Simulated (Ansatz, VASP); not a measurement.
CdS: VASP beside Ansatz

```
Cd S
1.0
     4.20358    0.00000    0.00000
    -2.10179    3.64041    0.00000
     0.00000    0.00000    5.72573
Cd S
1 1
Direct
  0.00000 0.00000 0.44269
  0.66667 0.33333 0.43431
```

Alike in both runs: task single point; functional HSE06; k mesh 4 × 4 × 4; occupations fermi-dirac, width 0.05 eV; no spin polarisation.

```csv
,VASP,Ansatz
version,VASP 6.6.1,Ansatz 0.2.0
potentials or method,"VASP PAW PBE potentials, release 64 (Cd, S)",Ansatz PAW
plane-wave cutoff (eV),520,420
valence electrons in the cell,18,26
```

VASP gave:

```
gap on the k mesh at the Fermi level (eV)                     : 2.57
least direct gap on the mesh (eV)                             : 2.58
pressure (GPa)                                                : 0.7
traceless stress, the component that is largest in VASP (GPa) : -0.70
rms of the force components (eV/Å)                            : 0.002
```

Problem. What did Ansatz give for the same quantities?

Solution. gap on the k mesh at the Fermi level (eV): 2.57; least direct gap on the mesh (eV): 2.57; pressure (GPa): 0.5; traceless stress, the component that is largest in VASP (GPa): -0.50; rms of the force components (eV/Å): 0.004.

Atom by atom the forces differ by 0.002 eV/Å (rms over components). VASP's potentials hold 18 valence electrons a cell and Ansatz's 26, so a difference there can come from the potentials and not from the codes.

The k mesh is coarse, so the values compare programs but aren't converged.
